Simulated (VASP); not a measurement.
Runs of VASP 6.6.1 on Ba. The structure is that of space group Pm-3m (No. 221), or close to it. The cells are those of the table. 

```csv
task,level,potentials or basis,spin,cell,k mesh,cutoff (eV),smearing,gap on the mesh (eV),pressure (GPa),moment (μB)
single point,PBEsol+D3(BJ),"VASP PAW PBE potentials, release 64 (Ba_sv)","non-collinear, zero start, SOC","a = 3.708 Å, 1 atom",7 × 7 × 7,520,gaussian 0.01 eV,-,0.0,0.00
single point,r2SCAN,"VASP PAW PBE potentials, release 64 (Ba_sv)","non-collinear, zero start, SOC","a = 3.918 Å, 1 atom",7 × 7 × 7,520,fermi-dirac 0.05 eV,-,0.2,0.00
single point,r2SCAN,"VASP PAW PBE potentials, release 64 (Ba_sv)",off,"a = 3.918 Å, 1 atom",9 × 9 × 9,520,fermi-dirac 0.05 eV,(a),0.1,-
relaxation of cell and atoms,r2SCAN,"VASP PAW PBE potentials, release 64 (Ba_sv)",off,"relaxed from a = 3.918 Å, 1 atom",7 × 7 × 7,600,fermi-dirac 0.05 eV,0.25,0.0,-
single point,PBEsol+D3(BJ),"VASP PAW PBE potentials, release 64 (Ba_sv)","non-collinear, zero start, SOC","a = 3.685 Å, 1 atom",7 × 7 × 7,520,gaussian 0.01 eV,-,-0.3,0.00
single point,PBEsol+D3(BJ),"VASP PAW PBE potentials, release 64 (Ba_sv)","non-collinear, zero start, SOC","a = 3.661 Å, 1 atom",7 × 7 × 7,520,gaussian 0.01 eV,-,-0.2,0.00
single point,r2SCAN,"VASP PAW PBE potentials, release 64 (Ba_sv)",off,"a = 3.294 Å, 1 atom",7 × 7 × 7,520,fermi-dirac 0.05 eV,none,11.9,-
relaxation of cell and atoms,r2SCAN,"VASP PAW PBE potentials, release 64 (Ba_sv)",off,"relaxed to 30 GPa from a = 3.918 Å, 1 atom",7 × 7 × 7,600,fermi-dirac 0.05 eV,none,30.0,-
single point,r2SCAN,"VASP PAW PBE potentials, release 64 (Ba_sv)",off,"a = 3.032 Å, 1 atom",7 × 7 × 7,520,fermi-dirac 0.05 eV,none,(b),-
relaxation of cell and atoms,r2SCAN,"VASP PAW PBE potentials, release 64 (Ba_sv)",off,"relaxed to 2 GPa from a = 3.918 Å, 1 atom",7 × 7 × 7,600,fermi-dirac 0.05 eV,-,2.0,-
single point,r2SCAN,"VASP PAW PBE potentials, release 64 (Ba_sv)",off,"a = 3.918 Å, 1 atom",7 × 7 × 7,520,fermi-dirac 0.05 eV,0.25,0.2,-
single point,LDA,"VASP PAW LDA potentials, release 64 (Ba_sv)",off,"a = 3.637 Å, 1 atom",7 × 7 × 7,520,gaussian 0.02 eV,none,0.3,-
```

Task: Estimate the missing entries.

Result: (a) 0.15; (b) 25.1.

Caveats: the PAW data sets were made with another functional, which shifts forces and pressure a little (some runs); spin-orbit coupling is left out, which moves the levels of the heavy elements (some runs); the cell is relaxed towards a set pressure, so the enthalpy falls and the energy may rise (some runs).

A k mesh can miss the band edges, and rows without SOC leave out spin-orbit coupling on Ba.

A gap of «none» marks levels without a gap at the run's occupations.
